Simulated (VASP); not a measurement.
TlAs2, 6 atoms in the cell. Symmetry: P4/nmm, No. 129, tetragonal system. Conventional cell: a = 4.409 Å, b = 4.409 Å, c = 6.727 Å, α = 90.00°, β = 90.00°, γ = 90.00°. Tl (site symmetry 4mm) has 10 As at 2.89 to 3.83 Å within 3.9 Å. Within 3.8 Å of As (site symmetry -4m2) lie 8 As at 2.86 to 3.12 Å and 4 Tl at 2.99 Å. As (site symmetry 4mm) has 4 As at 2.86 Å and 6 Tl at 2.89 to 3.83 Å within 3.9 Å. 

```yaml
Program: VASP 6.6.1
Task: single point
Functional: PBE
Potentials_or_basis: VASP PAW PBE potentials, release 64 (Tl_d, As)
Cutoff: 520 eV
k_mesh: 4 × 4 × 4
Occupations: gaussian, width 0.1 eV
Spin: no spin polarisation
Dipole_correction: no
Further_INCAR_settings: ALGO = Normal; EDIFF = 1e-06; NBANDS = 32
```

Potentials or basis: VASP PAW PBE potentials, release 64 (Tl_d, As).

Run with:

```console
$ cat potpaw_PBE.64/Tl_d/POTCAR potpaw_PBE.64/As/POTCAR > POTCAR
$ mpirun -np 1 vasp_std > vasp.out
```

Hardware: 1 thread of AMD EPYC 9R45 96-Core Processor (Zen 5) (shared host).

Q: How long does it take, and how much memory?

A: Wall time 44 s on 1 thread of AMD EPYC 9R45 96-Core Processor (Zen 5), with other jobs on the host, peak memory 0.23 GiB. Counts: scf iterations 12, k points 18.
